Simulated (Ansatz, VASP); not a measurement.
**One calculation of Pd, two programs**

```
CELL_PARAMETERS angstrom
0.00000 1.92192 1.92192
1.92192 0.00000 1.92192
1.92192 1.92192 0.00000
ATOMIC_POSITIONS crystal
Pd 0.00000 0.00000 0.00000
```

Alike in both runs: functional LDA; k mesh 16 × 16 × 16; occupations fermi-dirac, width 0.15 eV; no spin polarisation.

Ansatz relaxed the structure, and its values are those at the end. VASP's run is a single point on that final structure, the one shown.

```csv
,VASP,Ansatz
version,VASP 6.6.1,Ansatz 0.2.0
potentials or method,"VASP PAW LDA potentials, release 64 (Pd), cutoff 520 eV","scalar-relativistic, plane waves, PAW"
valence electrons in the cell,10,18
```

|  | VASP | Ansatz | Ansatz less VASP |
| --- | --- | --- | --- |
| gap on the k mesh at the Fermi level (eV) | none | none | - |
| pressure (GPa) | 0.3 | 0.0 | -0.34 |

Ansatz warns that its potentials were made for another functional, while VASP's fit it. LDA's correlation is that of Perdew and Zunger in VASP and of Perdew and Wang (1992) in Ansatz. A gap of «none» marks a metal or a gap that the smearing closes. VASP's potentials hold 10 valence electrons a cell and Ansatz's 18, so a difference there can come from the potentials and not from the codes.
